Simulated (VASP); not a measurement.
A run of VASP 6.6.1:

INCAR

```
SYSTEM = KI
PREC = Accurate ; ENCUT = 500
EDIFF = 1E-6 ; ISMEAR = -1
SIGMA = 0.02 ; LREAL = .False.
LASPH = .True. ; NELM = 120
ALGO = Normal ; ISIF = 2
LWAVE = .False. ; LCHARG = .False.
NBANDS = 24 ; GGA_COMPAT = .False.
```

Contents of KPOINTS:

```
Automatic mesh
0
Gamma
  6 6 4
  0 0 0
```

Contents of POSCAR:

```
KI
1.0
    4.7005328961      0.0000000000      0.0000000000
   -2.3502664481      4.0707808994      0.0000000000
    0.0000000000      0.0000000000      8.3116030356
K I
2 2
Direct
    0.0000000000      0.0000000000      0.0000000000
    0.0000000000      0.0000000000      0.5000000000
    0.3333333333      0.6666666667      0.2500000000
    0.6666666667      0.3333333333      0.7500000000
```

Potentials or basis: VASP PAW LDA potentials, release 64 (K_sv, I).

The run is started by

```console
$ cat potpaw_LDA.64/K_sv/POTCAR potpaw_LDA.64/I/POTCAR > POTCAR
$ mpirun -np 1 vasp_std > vasp.out
```

Hardware: 1 thread of Oxide Virtual Turin-like Processor, with other jobs on the host.

**Question.** How long does it take, and how much memory?

**Answer.** Run time: 95 s on 1 thread of Oxide Virtual Turin-like Processor, on a shared host, peak memory 0.22 GiB. Counts: scf iterations 12, k points 21.
